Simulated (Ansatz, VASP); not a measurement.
**RbPb4Cl: VASP beside Ansatz**

INCAR

```
SYSTEM = RbPb4Cl
ALGO = Normal
EDIFF = 1E-6
ENCUT = 520
GGA = PS
ISIF = 2
ISMEAR = -1
LASPH = .TRUE.
LCHARG = .FALSE.
LREAL = .FALSE.
LWAVE = .FALSE.
NBANDS = 45
NELM = 80
PREC = Accurate
SIGMA = 0.1
```

Contents of KPOINTS:

```
k-points
0
G
  6 6 6
  0 0 0
```

Contents of POSCAR:

```
RbPb4Cl
1.0
    0.0000000000      4.7565210000      4.7565210000
    4.7565210000      0.0000000000      4.7565210000
    4.7565210000      4.7565210000      0.0000000000
Rb Cl Pb
1 1 4
Direct
    0.5000000000      0.5000000000      0.5000000000
    0.0000000000      0.0000000000      0.0000000000
    0.1270000000      0.1270000000      0.1270000000
    0.6190000000      0.1270000000      0.1270000000
    0.1270000000      0.1270000000      0.6190000000
    0.1270000000      0.6190000000      0.1270000000
```

Input for Ansatz:

```yaml
crystal:
  lattice:
    - [0.0, 4.756521, 4.756521]
    - [4.756521, 0.0, 4.756521]
    - [4.756521, 4.756521, 0.0]
  atoms:
    - { symbol: Rb, position: [0.5, 0.5, 0.5] }
    - { symbol: Cl, position: [0.0, 0.0, 0.0] }
    - { symbol: Pb, position: [0.127, 0.127, 0.127] }
    - { symbol: Pb, position: [0.619, 0.127, 0.127] }
    - { symbol: Pb, position: [0.127, 0.127, 0.619] }
    - { symbol: Pb, position: [0.127, 0.619, 0.127] }
  symmetry: { tolerance: 0.0003 }
kpoints:
  mp_grid: { grid: [6, 6, 6], shift: [0, 0, 0] }
  band_path:
    path:
      - [0.0, 0.0, 0.0]
      - [-0.5, -0.5, 0.0]
      - [-0.375, -0.375, 0.25]
      - [-0.375, 0.0, 0.375]
      - [0.0, 0.0, 0.0]
      - [0.0, 0.0, 0.5]
      - [-0.5, -0.25, 0.25]
      - [-0.5, -0.5, 0.0]
    npoints: 8
magnetization:
  spin_polarized: false
scf:
  occupations: { method: fermi_dirac }
  lower_state_search: "off"
  max_iter: 200
hamiltonian:
  pseudopotentials: { kind: paw }
  xc: pbesol
basis:
  ecutwfc: 420
  fft_grid_basis: typed
output:
  forces: true
  stress: true
  eigenvalues: true
  bader: true
  populations: true
  elf: true
  write_potential: true
  volumetric_format: npy
  dos:
    e_range: [-12, 8]
    de: 0.05
    projected: { site_lists: { Cl: [Cl], Pb: [Pb], Rb: [Rb] } }
checkpoint:
  read: saved_state
```

Alike in both runs: task single point; functional PBEsol; k mesh 6 × 6 × 6; no spin polarisation.

```csv
,VASP,Ansatz
version,VASP 6.6.1,Ansatz 0.2.0
potentials or method,"VASP PAW PBE potentials, release 64 (Rb_sv, Cl, Pb_d), cutoff 520 eV",PAW plane waves
occupations,"fermi-dirac, width 0.1 eV",fermi-dirac
valence electrons in the cell,72,72
```

Ansatz gave:

| Item | Value |
| --- | --- |
| pressure (GPa) | 24.3 |
| rms of the force components (eV/Å) | 4.803 |

Problem. Which values does VASP return?

Solution. Pressure (GPa): 24.1; rms of the force components (eV/Å): 4.780.

VASP's potentials were made for PBE, not for PBEsol. Atom by atom the forces differ by 0.023 eV/Å (rms over components).

Neither program's run includes spin-orbit coupling.
